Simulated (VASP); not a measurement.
A run of VASP 6.6.1 is set up as follows.

Contents of INCAR:

```
SYSTEM = Ca4B3
ALGO = Fast
EDIFF = 1E-6
ENCUT = 520
GGA = PE
ISIF = 2
ISMEAR = 0
LASPH = .TRUE.
LCHARG = .TRUE.
LELF = .TRUE.
LREAL = .FALSE.
LVHAR = .TRUE.
LWAVE = .FALSE.
NBANDS = 34
NELM = 100
PREC = Accurate
SIGMA = 0.2
```

File KPOINTS:

```
k-points
0
G
  6 6 4
  0 0 0
```

The input POSCAR:

```
Ca4B3
1.0
    5.0951725917     -0.0586840121      0.7199551647
   -0.0699613411      4.4177509189     -0.1456445819
    1.3353968816     -0.2647070834      7.1992720446
Ca B
4 3
Direct
    0.4809685061      0.5605572357      0.3061718688
    1.0951628704      0.0792862100      0.1520429950
    0.5271179222      0.0486667216      0.6880741197
   -0.0372237087      0.5324624585      0.7773914422
    0.3836181912      0.5658069381      0.9428271085
    1.1125407698     -0.0187076653      0.5107312604
   -0.0621845511     -0.2680718986      0.4399696353
```

Potentials or basis: VASP PAW PBE potentials, release 64 (Ca_sv, B).

Launch:

```bash
$ cat potpaw_PBE.64/Ca_sv/POTCAR potpaw_PBE.64/B/POTCAR > POTCAR
$ mpirun -np 1 vasp_std > vasp.out
```

Estimate the band gap on the k mesh.

zero (an odd number of electrons rules out a gap without spin polarisation).

Estimate the largest force.

0.037 eV/Å.

Forces in eV/Å, atoms in the order of the input:
```
Ca   0.014 -0.009 -0.008
Ca  -0.009  0.008 -0.005
Ca   0.000  0.002  0.010
Ca  -0.004 -0.012  0.006
B    0.004  0.001  0.001
B    0.022  0.027  0.011
B   -0.026 -0.018 -0.015
```
